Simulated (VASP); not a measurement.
# InSe2 (P4/nmm) in VASP: single point with PBE

Aim: the single point of InSe2 with PBE.

All numbers are computed with VASP 6.6.1; they aren't measurements. Logs are shortened: lines on timing, memory, paths and dates and some standing lists are left out, and cuts for length are marked.

## 1. The cell of the first run

It takes space group P4/nmm (No. 129, tetragonal). Conventional cell: a = 3.895 Å, b = 3.895 Å, c = 9.626 Å, α = 90.00°, β = 90.00°, γ = 90.00°. In (site symmetry 4mm) has 9 Se at 2.84 to 3.43 Å within 3.7 Å. Within 4.1 Å of Se (site symmetry 4mm) lie 5 In at 2.84 to 3.28 Å and 12 Se at 3.77 to 4.03 Å. Se (site symmetry -4m2) has 4 Se at 2.75 Å and 4 In at 3.43 Å within 3.6 Å.

## 2. Single point, PBE

Input file INCAR:

```
PREC = Accurate
ENCUT = 520
EDIFF = 1E-6
ISMEAR = -1
SIGMA = 0.1
LREAL = F
LASPH = T
NELM = 100
ALGO = Normal
ISIF = 2
LWAVE = F
LCHARG = T
GGA = PE
LELF = T
LVHAR = T
NBANDS = 34
```

Input file KPOINTS:

```
regular mesh
0
Gamma
  5 5 2
```

Input file POSCAR:

```
InSe2
1.0
    3.8948930000      0.0000000000      0.0000000000
    0.0000000000      3.8948930000      0.0000000000
    0.0000000000      0.0000000000      9.6262310000
In Se
2 4
Direct
    0.0000000000      0.5000000000      0.7064680000
    0.5000000000      0.0000000000      0.2935320000
    0.0000000000      0.5000000000      0.3662120000
    0.5000000000      0.0000000000      0.6337880000
    0.0000000000      0.0000000000      0.0000000000
    0.5000000000      0.5000000000      0.0000000000
```

Potentials or basis: VASP PAW PBE potentials, release 64 (In_d, Se).

Started as:

```console
> cat potpaw_PBE.64/In_d/POTCAR potpaw_PBE.64/Se/POTCAR > POTCAR
> mpirun -np 1 vasp_std > vasp.out
```

OUTCAR:

```text
PREC = Accurate
   ENCUT = 520
   EDIFF = 1E-6
   ISMEAR = -1
   LREAL = F
   LASPH = T
   NELM = 100
   ISIF = 2
   GGA = PE

 ion  position               nearest neighbor table
   1  0.000  0.500  0.706-   4 2.84   4 2.84   4 2.84   4 2.84   3 3.28
   2  0.500  0.000  0.294-   3 2.84   3 2.84   3 2.84   3 2.84   4 3.28
   3  0.000  0.500  0.366-   2 2.84   2 2.84   2 2.84   2 2.84   1 3.28
   4  0.500  0.000  0.634-   1 2.84   1 2.84   1 2.84   1 2.84   2 3.28
   5  0.000  0.000  0.000-   6 2.75   6 2.75   6 2.75   6 2.75
   6  0.500  0.500  0.000-   5 2.75   5 2.75   5 2.75   5 2.75

  LATTYP: Found a simple tetragonal cell.
 ALAT       =     3.8948930000
 C/A-ratio  =     2.4715007575

  Lattice vectors:

 A1 = (   3.8948930000,   0.0000000000,   0.0000000000)
 A2 = (   0.0000000000,   3.8948930000,   0.0000000000)
 A3 = (   0.0000000000,   0.0000000000,   9.6262310000)

Analysis of symmetry for initial positions (statically):
=====================================================================
 Subroutine PRICEL returns:
 Original cell was already a primitive cell.

 Routine SETGRP: Setting up the symmetry group for a
 simple tetragonal supercell.

 Subroutine GETGRP returns: Found 16 space group operations
 (whereof  8 operations were pure point group operations)
 out of a pool of 16 trial point group operations.

The static configuration has the point symmetry D_2d.
 The point group associated with its full space group is D_4h.

Analysis of symmetry for dynamics (positions and initial velocities):
=====================================================================
 Subroutine PRICEL returns:
 Original cell was already a primitive cell.

 Routine SETGRP: Setting up the symmetry group for a
 simple tetragonal supercell.

 Subroutine GETGRP returns: Found 16 space group operations
 (whereof  8 operations were pure point group operations)
 out of a pool of 16 trial point group operations.

The dynamic configuration has the point symmetry D_2d.
 The point group associated with its full space group is D_4h.

 Subroutine INISYM returns: Found 16 space group operations
 (whereof  8 operations are pure point group operations),
 and found     1 'primitive' translations

----------------------------------------------------------------------------------------

                                     Primitive cell
[... 86 lines left out ...]
   EDIFF  = 0.1E-05   stopping-criterion for ELM
   LREAL  =      F    real-space projection
   EDIFFG = 0.1E-04   stopping-criterion for IOM
   NSW    =      0    number of steps for IOM
   IBRION =     -1    ionic relax: 0-MD 1-quasi-New 2-CG
   NFREE  =      0    steps in history (QN), initial steepest desc. (CG)
   ISIF   =      2    stress and relaxation
   ISYM   =      2    0-nonsym 1-usesym 2-fastsym
   POTIM  = 0.5000    time-step for ionic-motion
   TEBEG  =    0.0;   TEEND  =   0.0 temperature during run
   PSTRESS=    0.0 pullay stress
   NELECT =      50.0000    total number of electrons
   NUPDOWN=      -1.0000    fix difference up-down
   EMIN   =  10.00;   EMAX   =-10.00  energy-range for DOS
   EFERMI =   0.00;   METHOD = LEGACY
   ISMEAR =    -1;   SIGMA  =   0.10  broadening in eV -4-tet -1-fermi 0-gaus
   EFERMI_NEDOS =   21; number of points for ismear=-14 and -15
   IALGO  =     38    algorithm
   IMIX   =      4    mixing-type and parameters
     AMIX     =   0.40;   BMIX     =  1.00
     AMIX_MAG =   1.60;   BMIX_MAG =  1.00
  volume/ion in A,a.u.               =      24.34       164.25
  Fermi-wavevector in a.u.,A,eV,Ry     =   1.145291  2.164286 17.846635  1.311691
  Thomas-Fermi vector in A             =   2.281980
   LORBIT       =      0    0 simple, 1 ext, 2 COOP (PROOUT), +10 PAW based schemes
   GGA     = PE    functional components
   LHFCALC =     F    Hartree Fock is set to
   AEXX    =    0.0000 exact exchange contribution
   IVDW    =     0    specifies the selected vdW correction
   LEPSILON=     F    determine dielectric tensor
   LRPA    =     F    only Hartree local field effects (RPA)
 non-spin polarized calculation
  energy-cutoff  :      520.00
  volume of cell :      146.03
 maximum number of plane-waves:      3972
 NGX is ok and might be reduce to    30
   NGX = 15   NGY = 15   NGZ = 35

 number of electron      49.9999991 magnetization

 Free energy of the ion-electron system (eV)
  ---------------------------------------------------
  ext. energy  EPLUGINS =         0.00000000
  ---------------------------------------------------
  free energy    TOTEN  =       -20.26831643 eV

  energy without entropy =      -20.20769494  energy(sigma->0) =      -20.23800569

 E-fermi :   5.1518     XC(G=0):  -9.8763

 val. band max:        5.0192041815   @ k =   0.4000   0.2000   0.0000
 cond. band min:       5.2386755860   @ k =   0.4000   0.2000   0.5000
 fundamental gap:      0.2194714045
 Fermi energy:         5.1518288923

 k-point     1 :       0.0000    0.0000    0.0000
  band No.  band energies     occupation
      1     -10.0280      2.00000
      2      -9.6631      2.00000
      3      -9.5972      2.00000
      4      -9.4734      2.00000
      5      -9.4704      2.00000
      6      -9.4384      2.00000
[... 433 lines left out ...]
     33      10.4931      0.00000
     34      10.5423      0.00000

------------------------ aborting loop because EDIFF is reached ----------------------------------------

  FORCE on cell =-STRESS in cart. coord.  units (eV):
  Direction    XX          YY          ZZ          XY          YZ          ZX
  --------------------------------------------------------------------------------------
  -------------------------------------------------------------------------------------
  Total       -0.3404351     -0.3404351      0.0088460      0.0000000      0.0000000      0.0000000
  in kB       -3.7350604     -3.7350604      0.0970535      0.0000000      0.0000000      0.0000000
  external PRESSURE =      -2.4576891 kB  Pullay stress =       0.0000000 kB

 VOLUME and BASIS-vectors are now :
 -----------------------------------------------------------------------------
  energy-cutoff  :      520.00
  volume of cell :      146.03
      direct lattice vectors                 reciprocal lattice vectors
     3.894893000  0.000000000  0.000000000     0.256746463  0.000000000  0.000000000
     0.000000000  3.894893000  0.000000000     0.000000000  0.256746463  0.000000000
     0.000000000  0.000000000  9.626231000     0.000000000  0.000000000  0.103882818

 POSITION                                       TOTAL-FORCE (eV/Angst)
 -----------------------------------------------------------------------------------
      0.00000      1.94745      6.80062         0.000000      0.000000      0.002360
      1.94745      0.00000      2.82561        -0.000000      0.000000     -0.002360
      0.00000      1.94745      3.52524         0.000000      0.000000      0.091090
      1.94745      0.00000      6.10099         0.000000      0.000000     -0.091090
      0.00000      0.00000      0.00000         0.000000      0.000000     -0.000000
      1.94745      1.94745      0.00000         0.000000     -0.000000     -0.000000
 -----------------------------------------------------------------------------------
    total drift:                                0.000000      0.000000      0.000000

  FREE ENERGIE OF THE ION-ELECTRON SYSTEM (eV)
  ---------------------------------------------------
  free  energy   TOTEN  =       -20.2683164340 eV

  energy  without entropy=      -20.2076949378  energy(sigma->0) =      -20.23800569
```

stdout:

```text
POSCAR found type information on POSCAR InSe
 POSCAR found :  2 types and       6 ions
 scaLAPACK will be used
 LDA part: xc-table for (Slater+PW92), standard interpolation
 POSCAR, INCAR and KPOINTS ok, starting setup
 FFT: planning ... GRIDC
 FFT: planning ... GRID_SOFT
 FFT: planning ... GRID
 WAVECAR not read
 entering main loop
```

It took 54 s on 1 thread of Intel Xeon Platinum 8488C (Sapphire Rapids), shared host; peak memory 0.25 GiB.

Results:

| Property | Result |
| --- | --- |
| Free energy | -20.2683 eV |
| Pressure | -0.2 GPa |
| Largest force | 0.091 eV/Å |
| Band gap on the k mesh | zero (bands 25 and 26 overlap by 1.65 eV) |

Forces on the atoms (eV/Å):
```
In   0.000  0.000  0.002
In   0.000  0.000 -0.002
Se   0.000  0.000  0.091
Se   0.000  0.000 -0.091
Se   0.000  0.000  0.000
Se   0.000  0.000  0.000
```

Caveat: spin-orbit coupling is left out, which moves the levels of the heavy elements.
